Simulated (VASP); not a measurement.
A run of VASP 6.6.1:

The input INCAR:

```
SYSTEM = InAs
PREC     = Accurate       ! precision mode
ENCUT    = 600            ! plane-wave cutoff, eV
EDIFF    = 1E-7           ! SCF threshold, eV
ISMEAR   = -1             ! smearing method
SIGMA    = 0.05           ! smearing width, eV
LREAL    = .FALSE.        ! projectors in reciprocal space
LASPH    = .TRUE.         ! aspherical terms in the spheres
NELM     = 100            ! most SCF steps
ALGO     = Normal         ! electronic algorithm
ISIF     = 3              ! what is computed and relaxed
LWAVE    = .FALSE.        ! write WAVECAR
LCHARG   = .FALSE.        ! write CHGCAR
GGA      = RE             ! functional
IVDW     = 12             ! dispersion correction
IBRION   = 2              ! ionic algorithm
NSW      = 60             ! ionic steps
EDIFFG   = -0.01          ! ionic threshold
```

KPOINTS

```
Automatic mesh
0
G
  8 8 8
  0 0 0
```

Contents of POSCAR:

```
InAs
1.0
    0.0000000000      2.8773040000      2.8773040000
    2.8773040000      0.0000000000      2.8773040000
    2.8773040000      2.8773040000      0.0000000000
In As
1 1
Direct
    0.5000000000      0.5000000000      0.5000000000
    0.0000000000      0.0000000000      0.0000000000
```

Potentials or basis: VASP PAW PBE potentials, release 64 (In_d, As).

Command:

```console
$ cat potpaw_PBE.64/In_d/POTCAR potpaw_PBE.64/As/POTCAR > POTCAR
$ mpirun -np 1 vasp_std > vasp.out
```

Hardware: 1 thread of Intel(R) Xeon(R) Platinum 8488C (Sapphire Rapids) (shared host).

Question: How long does it take, and how much memory?

Answer: Run time: 69 s on 1 thread of Intel(R) Xeon(R) Platinum 8488C (Sapphire Rapids), on a shared host, peak memory 0.22 GiB. Counts: scf iterations 36, k points 29, ion steps 3.
